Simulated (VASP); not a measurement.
# TeMo2 (R-3m) in VASP: single point with PBE

Aim: the single point of TeMo2 with PBE.

All numbers are computed with VASP 6.6.1; they aren't measurements. Logs are shortened: lines on timing, memory, paths and dates and some standing lists are left out, and cuts for length are marked.

### Step 1. The cell of the first run

It takes space group R-3m (No. 166, trigonal). The conventional cell has a = 3.962 Å, b = 3.962 Å, c = 13.841 Å, α = 90.00°, β = 90.00°, γ = 120.00°. Within 3.8 Å of Te (site symmetry -3m) lie 8 Mo at 2.85 to 2.92 Å. Within 3.4 Å of Mo (site symmetry 3m) lie 3 Mo at 2.59 Å and 4 Te at 2.85 to 2.92 Å.

### Step 2. Single point, PBE

The input, INCAR:

```
SYSTEM = TeMo2
ALGO = Normal
EDIFF = 1E-6
ENCUT = 500
GGA = PE
GGA_COMPAT = .False.
ISIF = 2
ISMEAR = 0
LASPH = .True.
LCHARG = .False.
LREAL = .False.
LWAVE = .False.
NBANDS = 24
NELM = 120
PREC = Accurate
SIGMA = 0.2
```

The input, KPOINTS:

```
k-points
0
Gamma
  5 5 5
  0 0 0
```

The input, POSCAR:

```
TeMo2
1.0
    1.9807850068      1.1436067569      4.6135524660
   -1.9807850068      1.1436067569      4.6135524660
    0.0000000000     -2.2872135138      4.6135524660
Te Mo
1 2
Direct
    0.0000000000      0.0000000000      0.0000000000
    0.7893160981      0.7893160981      0.7893160981
    0.2106839019      0.2106839019      0.2106839019
```

Potentials or basis: VASP PAW PBE potentials, release 64 (Te, Mo_sv).

The run is started by

```
$ cat potpaw_PBE.64/Te/POTCAR potpaw_PBE.64/Mo_sv/POTCAR > POTCAR
$ mpirun -np 1 vasp_std > vasp.out
```

OUTCAR:

```text
SYSTEM = TeMo2
   EDIFF = 1E-6
   ENCUT = 500
   GGA = PE
   ISIF = 2
   ISMEAR = 0
   LASPH = .True.
   LREAL = .False.
   NELM = 120
   PREC = Accurate

 ion  position               nearest neighbor table
   1  0.000  0.000  0.000-   2 2.85   2 2.85   3 2.85   3 2.85   2 2.85   3 2.85   3 2.92   2 2.92

   2  0.789  0.789  0.789-   3 2.59   3 2.59   3 2.59   1 2.85   1 2.85   1 2.85   1 2.92
   3  0.211  0.211  0.211-   2 2.59   2 2.59   2 2.59   1 2.85   1 2.85   1 2.85   1 2.92

  LATTYP: Found a trigonal (rhomboedric) cell.
 ALAT       =     5.1493894797
 COS(alpha) =     0.7040671389

  Lattice vectors:

 A1 = (   1.9807850068,   1.1436067569,   4.6135524660)
 A2 = (  -1.9807850068,   1.1436067569,   4.6135524660)
 A3 = (   0.0000000000,  -2.2872135138,   4.6135524660)

Analysis of symmetry for initial positions (statically):
=====================================================================
 Subroutine PRICEL returns:
 Original cell was already a primitive cell.

 Routine SETGRP: Setting up the symmetry group for a
 trigonal (rhombohedral) supercell.

 Subroutine GETGRP returns: Found 12 space group operations
 (whereof 12 operations were pure point group operations)
 out of a pool of 12 trial point group operations.

The static configuration has the point symmetry D_3d.

Analysis of symmetry for dynamics (positions and initial velocities):
=====================================================================
 Subroutine PRICEL returns:
 Original cell was already a primitive cell.

 Routine SETGRP: Setting up the symmetry group for a
 trigonal (rhombohedral) supercell.

 Subroutine GETGRP returns: Found 12 space group operations
 (whereof 12 operations were pure point group operations)
 out of a pool of 12 trial point group operations.

The dynamic configuration has the point symmetry D_3d.

 Subroutine INISYM returns: Found 12 space group operations
 (whereof 12 operations are pure point group operations),
 and found     1 'primitive' translations

----------------------------------------------------------------------------------------

                                     Primitive cell

  volume of cell :      62.7048

  direct lattice vectors                    reciprocal lattice vectors
     1.980785007  1.143606757  4.613552466     0.252425174  0.145737742  0.072250903
    -1.980785007  1.143606757  4.613552466    -0.252425174  0.145737742  0.072250903
     0.000000000 -2.287213514  4.613552466     0.000000000 -0.291475484  0.072250903

  length of vectors
     5.149389480  5.149389480  5.149389480     0.300296772  0.300296772  0.300296772

  position of ions in fractional coordinates (direct lattice)
     0.000000000  0.000000000  0.000000000
     0.789316098  0.789316098  0.789316098
     0.210683902  0.210683902  0.210683902

  ion indices of the primitive-cell ions
   primitive index   ion index
                 1           1
                 2           2
                 3           3

----------------------------------------------------------------------------------------

 KPOINTS: k-points

Automatic generation of k-mesh.
 Grid dimensions read from file:
 generate k-points for:    5    5    5

 Generating k-lattice:

  Cartesian coordinates                     Fractional coordinates (reciprocal lattice)
     0.050485035  0.029147548  0.014450181     0.200000000  0.000000000  0.000000000
    -0.050485035  0.029147548  0.014450181     0.000000000  0.200000000  0.000000000
     0.000000000 -0.058295097  0.014450181     0.000000000  0.000000000  0.200000000

  Length of vectors
     0.060059354  0.060059354  0.060059354

  Shift w.r.t. Gamma in fractional coordinates (k-lattice)
     0.000000000  0.000000000  0.000000000

 Subroutine IBZKPT returns following result:
 ===========================================

 Found     19 irreducible k-points:

 Following reciprocal coordinates:
            Coordinates               Weight
  0.000000  0.000000  0.000000      1.000000
  0.200000 -0.000000  0.000000      6.000000
  0.400000 -0.000000  0.000000      6.000000
  0.200000  0.200000  0.000000      6.000000
  0.400000  0.200000 -0.000000     12.000000
 -0.400000  0.200000  0.000000     12.000000
[... 11 lines left out ...]
  0.400000  0.400000  0.400000      2.000000
 -0.400000  0.400000  0.400000      6.000000
   k-points           NKPTS =     19   k-points in BZ     NKDIM =     19   number of bands    NBANDS=     24
   number of dos      NEDOS =    301   number of ions     NIONS =      3
   total plane-waves  NPLWV =  64000
   dimension x,y,z NGX =    40 NGY =   40 NGZ =   40
   dimension x,y,z NGXF=    80 NGYF=   80 NGZF=   80
   ions per type =               1   2
   NGX,Y,Z   is equivalent  to a cutoff of  12.91, 12.91, 12.91 a.u.
   NGXF,Y,Z  is equivalent  to a cutoff of  25.83, 25.83, 25.83 a.u.
 SYSTEM =  TeMo2
   PREC   = accura    normal or accurate (medium, high low for compatibility)
   ISTART =      0    job   : 0-new  1-cont  2-samecut
   ICHARG =      2    charge: 1-file 2-atom 10-const
   ISPIN  =      1    spin polarized calculation?
   LNONCOLLINEAR =      F non collinear calculations
   LSORBIT =      F    spin-orbit coupling
   LASPH  =      T    aspherical Exc in radial PAW
   ENCUT  =  500.0 eV  36.75 Ry    6.06 a.u.   9.39  9.39  9.39*2*pi/ulx,y,z
   NELM   =    120;   NELMIN=  2; NELMDL= -5     # of ELM steps
   EDIFF  = 0.1E-05   stopping-criterion for ELM
   LREAL  =      F    real-space projection
   EDIFFG = 0.1E-04   stopping-criterion for IOM
   NSW    =      0    number of steps for IOM
   IBRION =     -1    ionic relax: 0-MD 1-quasi-New 2-CG
   NFREE  =      0    steps in history (QN), initial steepest desc. (CG)
   ISIF   =      2    stress and relaxation
   ISYM   =      2    0-nonsym 1-usesym 2-fastsym
   POTIM  = 0.5000    time-step for ionic-motion
   TEBEG  =    0.0;   TEEND  =   0.0 temperature during run
   PSTRESS=    0.0 pullay stress
   NELECT =      34.0000    total number of electrons
   NUPDOWN=      -1.0000    fix difference up-down
   EMIN   =  10.00;   EMAX   =-10.00  energy-range for DOS
   EFERMI =   0.00;   METHOD = LEGACY
   ISMEAR =     0;   SIGMA  =   0.20  broadening in eV -4-tet -1-fermi 0-gaus
   EFERMI_NEDOS =   21; number of points for ismear=-14 and -15
   IALGO  =     38    algorithm
   IMIX   =      4    mixing-type and parameters
     AMIX     =   0.40;   BMIX     =  1.00
     AMIX_MAG =   1.60;   BMIX_MAG =  1.00
  volume/ion in A,a.u.               =      20.90       141.05
  Fermi-wavevector in a.u.,A,eV,Ry     =   1.334958  2.522705 24.247111  1.782112
  Thomas-Fermi vector in A             =   2.463699
   LORBIT       =      0    0 simple, 1 ext, 2 COOP (PROOUT), +10 PAW based schemes
   GGA     = PE    functional components
   LHFCALC =     F    Hartree Fock is set to
   AEXX    =    0.0000 exact exchange contribution
   IVDW    =     0    specifies the selected vdW correction
   LEPSILON=     F    determine dielectric tensor
   LRPA    =     F    only Hartree local field effects (RPA)
 non-spin polarized calculation
 Gauss-broadening in eV      SIGMA  =   0.20
  energy-cutoff  :      500.00
  volume of cell :       62.70
 maximum number of plane-waves:      1601
 NGX is ok and might be reduce to    40
   NGX = 19   NGY = 19   NGZ = 19

 number of electron      34.0000002 magnetization

 Free energy of the ion-electron system (eV)
  ---------------------------------------------------
  ext. energy  EPLUGINS =         0.00000000
  ---------------------------------------------------
  free energy    TOTEN  =       -23.06563805 eV

  energy without entropy =      -23.01228454  energy(sigma->0) =      -23.03896130

 E-fermi :   9.9201     XC(G=0): -11.4572

 val. band max:        9.9026272464   @ k =   0.4000  -0.0000   0.0000
 cond. band min:      10.1082041607   @ k =  -0.2000   0.2000   0.0000
 fundamental gap:      0.2055769143
 Fermi energy:         9.9200654816

 k-point     1 :       0.0000    0.0000    0.0000
  band No.  band energies     occupation
      1     -50.9069      2.00000
      2     -50.6090      2.00000
      3     -25.2180      2.00000
      4     -25.2180      2.00000
      5     -25.1017      2.00000
      6     -24.8283      2.00000
[... 16 lines left out ...]
     23      12.7241      0.00000
     24      14.1508      0.00000

 k-point     2 :       0.2000   -0.0000    0.0000
  band No.  band energies     occupation
      1     -50.8817      2.00000
      2     -50.6338      2.00000
      3     -25.2780      2.00000
      4     -25.2499      2.00000
      5     -25.1425      2.00000
      6     -24.7567      2.00000
[... 16 lines left out ...]
     23      13.7017      0.00000
     24      14.7681      0.00000

 k-point     3 :       0.4000   -0.0000    0.0000
  band No.  band energies     occupation
      1     -50.8232      2.00000
      2     -50.6918      2.00000
      3     -25.3452      2.00000
      4     -25.2967      2.00000
      5     -25.2062      2.00000
      6     -24.6735      2.00000
[... 16 lines left out ...]
     23      13.7467      0.00000
     24      15.3030      0.00000

 k-point     4 :       0.2000    0.2000    0.0000
  band No.  band energies     occupation
      1     -50.8816      2.00000
      2     -50.6339      2.00000
      3     -25.2784      2.00000
      4     -25.2519      2.00000
      5     -25.1440      2.00000
      6     -24.7554      2.00000
[... 16 lines left out ...]
     23      13.3665      0.00000
     24      15.7412      0.00000

 k-point     5 :       0.4000    0.2000   -0.0000
  band No.  band energies     occupation
      1     -50.8377      2.00000
      2     -50.6773      2.00000
      3     -25.3158      2.00000
      4     -25.3129      2.00000
      5     -25.1996      2.00000
      6     -24.6725      2.00000
[... 16 lines left out ...]
     23      13.7582      0.00000
     24      15.6388      0.00000

 k-point     6 :      -0.4000    0.2000    0.0000
  band No.  band energies     occupation
      1     -50.7879      2.00000
      2     -50.7269      2.00000
      3     -25.3535      2.00000
      4     -25.3104      2.00000
      5     -25.2491      2.00000
      6     -24.6136      2.00000
[... 16 lines left out ...]
     23      13.7790      0.00000
     24      14.6687      0.00000
[... 244 lines left out ...]
 k-point    16 :      -0.2000    0.4000    0.2000
  band No.  band energies     occupation
      1     -50.7880      2.00000
      2     -50.7267      2.00000
      3     -25.3576      2.00000
      4     -25.3117      2.00000
      5     -25.2515      2.00000
      6     -24.6105      2.00000
[... 16 lines left out ...]
     23      14.0106      0.00000
     24      14.7657      0.00000

 k-point    17 :      -0.4000   -0.4000    0.2000
  band No.  band energies     occupation
      1     -50.8231      2.00000
      2     -50.6918      2.00000
      3     -25.3556      2.00000
      4     -25.3010      2.00000
      5     -25.2126      2.00000
      6     -24.6668      2.00000
[... 16 lines left out ...]
     23      13.9146      0.00000
     24      15.2768      0.00000

 k-point    18 :       0.4000    0.4000    0.4000
  band No.  band energies     occupation
      1     -50.9061      2.00000
      2     -50.6097      2.00000
      3     -25.2183      2.00000
      4     -25.2183      2.00000
      5     -25.0892      2.00000
      6     -24.8494      2.00000
[... 16 lines left out ...]
     23      13.8989      0.00000
     24      15.7620      0.00000

 k-point    19 :      -0.4000    0.4000    0.4000
  band No.  band energies     occupation
      1     -50.8810      2.00000
      2     -50.6344      2.00000
      3     -25.2862      2.00000
      4     -25.2513      2.00000
      5     -25.1354      2.00000
      6     -24.7681      2.00000
[... 16 lines left out ...]
     23      15.5062      0.00000
     24      16.0194      0.00000

------------------------ aborting loop because EDIFF is reached ----------------------------------------

  FORCE on cell =-STRESS in cart. coord.  units (eV):
  Direction    XX          YY          ZZ          XY          YZ          ZX
  --------------------------------------------------------------------------------------
  -------------------------------------------------------------------------------------
  Total       -0.0286023     -0.0286023      0.3098699      0.0000000     -0.0000000      0.0000000
  in kB       -0.7308207     -0.7308207      7.9175214      0.0000000     -0.0000000      0.0000000
  external PRESSURE =       2.1519600 kB  Pullay stress =       0.0000000 kB

 VOLUME and BASIS-vectors are now :
 -----------------------------------------------------------------------------
  energy-cutoff  :      500.00
  volume of cell :       62.70
      direct lattice vectors                 reciprocal lattice vectors
     1.980785007  1.143606757  4.613552466     0.252425174  0.145737742  0.072250903
    -1.980785007  1.143606757  4.613552466    -0.252425174  0.145737742  0.072250903
     0.000000000 -2.287213514  4.613552466     0.000000000 -0.291475484  0.072250903

 POSITION                                       TOTAL-FORCE (eV/Angst)
 -----------------------------------------------------------------------------------
      0.00000      0.00000      0.00000         0.000000      0.000000     -0.000000
      0.00000      0.00000     10.92465         0.000000      0.000000     -0.028386
      0.00000      0.00000      2.91600         0.000000     -0.000000      0.028386
 -----------------------------------------------------------------------------------
    total drift:                               -0.000000      0.000000     -0.000000

  FREE ENERGIE OF THE ION-ELECTRON SYSTEM (eV)
  ---------------------------------------------------
  free  energy   TOTEN  =       -23.0656380513 eV

  energy  without entropy=      -23.0122845437  energy(sigma->0) =      -23.03896130
```

It took 33 s on 1 thread of Intel Xeon Platinum 8559C (Emerald Rapids), shared host; peak memory 0.23 GiB.

What came out:

```
Free energy            : -23.0656 eV
Pressure               : 0.2 GPa
Largest force          : 0.028 eV/Å
Band gap on the k mesh : zero (band 17 reaches 11.21 eV, above the bottom of band 18 at 9.52 eV)
```

Forces in eV/Å, atoms in the order of the input:
```
Te   0.000  0.000  0.000
Mo   0.000  0.000 -0.028
Mo   0.000  0.000  0.028
```

Stress tensor (GPa, compression positive):
```
-0.07  0.00  0.00
 0.00 -0.07  0.00
 0.00  0.00  0.79
```

Caveat: the k points lie up to 0.38 Å⁻¹ apart; spin-orbit coupling is left out, which moves the levels of the heavy elements.
